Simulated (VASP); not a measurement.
Wanted: the native input for a VASP 6.6.1 run.

```yaml
Task: single point
Functional: HSE06
Potentials_or_basis: VASP PAW PBE potentials, release 64 (Mg, O)
Cutoff: 520 eV
k_mesh: 8 × 8 × 8
Occupations: gaussian, width 0.01 eV
Spin: no spin polarisation
Dipole_correction: no
Grid_for_exact_exchange_PRECFOCK: Normal
Further_INCAR_settings: ALGO = Normal; EDIFF = 1e-07; NBANDS = 11
Share_of_exact_exchange: 0.25
Screening_parameter: 0.2079 1/Å
```

Crystal: MgO.

```
Mg O
1.0
     0.02102    2.12319    2.12319
     2.12319    0.02102    2.12319
     2.12319    2.12319    0.02102
Mg O
1 1
Direct
  0.00000 0.00000 0.00000
  0.50000 0.50000 0.50000
```

This cell differs from its parent crystal: strain along [111] +1.5%.

One way to write it, as run:

POSCAR

```
MgO
1.0
    0.0210216742      2.1231890908      2.1231890908
    2.1231890908      0.0210216742      2.1231890908
    2.1231890908      2.1231890908      0.0210216742
Mg O
1 1
Direct
    0.0000000000      0.0000000000      0.0000000000
    0.5000000000      0.5000000000      0.5000000000
```

INCAR.step1

```
ALGO = Normal
EDIFF = 1E-5
ENCUT = 520
GGA = PE
ISIF = 2
ISMEAR = 0
LASPH = T
LCHARG = F
LREAL = F
LWAVE = T
NBANDS = 11
NELM = 100
PREC = Accurate
SIGMA = 0.01
```

INCAR.step2

```
ALGO = Normal
EDIFF = 1E-7
ENCUT = 520
GGA = PE
HFSCREEN = 0.2079
ISIF = 2
ISMEAR = 0
ISTART = 1
LASPH = T
LCHARG = F
LHFCALC = T
LREAL = F
LWAVE = F
NBANDS = 11
NELM = 100
PREC = Accurate
PRECFOCK = Normal
SIGMA = 0.01
```

KPOINTS

```
k-points
0
Gamma
  8 8 8
```

Potentials or basis: VASP PAW PBE potentials, release 64 (Mg, O).

Command:

```sh
$ cat potpaw_PBE.64/Mg/POTCAR potpaw_PBE.64/O/POTCAR > POTCAR
$ cp INCAR.step1 INCAR
$ mpirun -np 1 vasp_std > vasp.out
$ cp INCAR.step2 INCAR
$ mpirun -np 1 vasp_std > vasp.out
```

It gave:

The pressure is -3.1 GPa and the band gap on the k mesh is 6.30 eV.

Caveat: the cell differs from its parent crystal (strain along [111] +1.5%); the cell stands under tension; the PAW data sets were made with another functional, which shifts forces and pressure a little.

Run time: 120 min on 1 thread of Oxide Virtual Turin-like Processor, on a shared host, peak memory 0.23 GiB.
